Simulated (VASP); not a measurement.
Set up this calculation in VASP 6.6.1, as the native input.

| Item | Value |
| --- | --- |
| Task | relaxation of cell and atoms |
| Functional | PBE |
| Potentials or basis | VASP PAW PBE potentials, release 64 (Si, Ge_d) |
| Cutoff | 600 eV |
| k mesh | 18 × 18 × 6 |
| Occupations | gaussian, width 0.1 eV |
| Spin | no spin polarisation |
| Dipole correction | no |
| Further INCAR settings | ALGO = Normal; EDIFF = 1e-07; IBRION = 2; EDIFFG = -0.01; NSW = 100; ISIF = 3 |

The structure of SiGe3 lies in POSCAR:

```
SiGe3
1.0
    2.8290619069      0.0000000000      0.0000000000
   -1.4145309535      2.4500394802      0.0000000000
    0.0000000000      0.0000000000     10.5411655714
Si Ge
1 3
Direct
    0.0000000000      0.0000000000      0.0000000000
    0.0000000000      0.0000000000      0.2436572842
    0.0000000000      0.0000000000      0.5000000000
    0.0000000000      0.0000000000      0.7563427158
```

The input as run:

INCAR

```
PREC = Accurate ; ENCUT = 600
EDIFF = 1E-7 ; ISMEAR = 0
SIGMA = 0.1 ; LREAL = F
LASPH = T ; NELM = 60
ALGO = Normal ; ISIF = 3
LWAVE = F ; LCHARG = F
GGA = PE ; IBRION = 2
NSW = 100 ; EDIFFG = -0.01
```

KPOINTS

```
Automatic mesh
0
Gamma
  18 18 6
```

Potentials or basis: VASP PAW PBE potentials, release 64 (Si, Ge_d).

The run is started by

```bash
$ cat potpaw_PBE.64/Si/POTCAR potpaw_PBE.64/Ge_d/POTCAR > POTCAR
$ mpirun -np 1 vasp_std > vasp.out
```

It gave:

The relaxed volume is 18.31 Å³/atom and the relaxed cell is a = 2.831 Å, b = 2.831 Å, c = 10.555 Å, α = 90.00°, β = 90.00°, γ = 120.00°. The space group after relaxing (to 0.1 Å) is P6/mmm (No. 191). The energy gained by relaxing is 0.0 meV/atom, the ionic steps are 2 and the pressure after relaxing is 0.0 GPa. The largest force after relaxing is 0.008 eV/Å.

Caveat: the highest band is partly filled, so the run has too few bands.

It took 4.9 min on 1 thread of Intel(R) Xeon(R) 6975P-C (Granite Rapids), with other jobs on the host, peak memory 0.42 GiB.
